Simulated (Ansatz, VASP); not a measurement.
**Si: VASP beside Ansatz**

```xyz
3
Lattice="3.4551 0.1691 -0.9919 0.6036 3.5413 0.1427 0.2875 -0.7886 3.5741" Properties=species:S:1:pos:R:3 pbc="T T T"
Si    1.1394    1.7527    3.6720
Si    1.7929   -0.2890    2.0547
Si    3.0500    1.2107    0.5804
```

Alike in both runs: functional PBE; k mesh 4 × 6 × 4; occupations gaussian, width 0.1 eV; no spin polarisation.

Ansatz relaxed the structure, and its values are those at the end. VASP's run is a single point on that final structure, the one shown.

|  | VASP | Ansatz |
| --- | --- | --- |
| version | VASP 6.6.1 | Ansatz 0.2.0 |
| potentials or method | VASP PAW PBE potentials, release 64 (Si), cutoff 520 eV | scalar-relativistic, plane waves, PAW |
| valence electrons in the cell | 12 | 12 |

|  | VASP | Ansatz | Ansatz less VASP |
| --- | --- | --- | --- |
| gap on the k mesh at the Fermi level (eV) | none | none | - |
| pressure (GPa) | 0.0 | 0.0 | +0.05 |

A gap of «none» marks a metal or a gap that the smearing closes.

The k mesh is coarse, so the values compare programs but aren't converged.
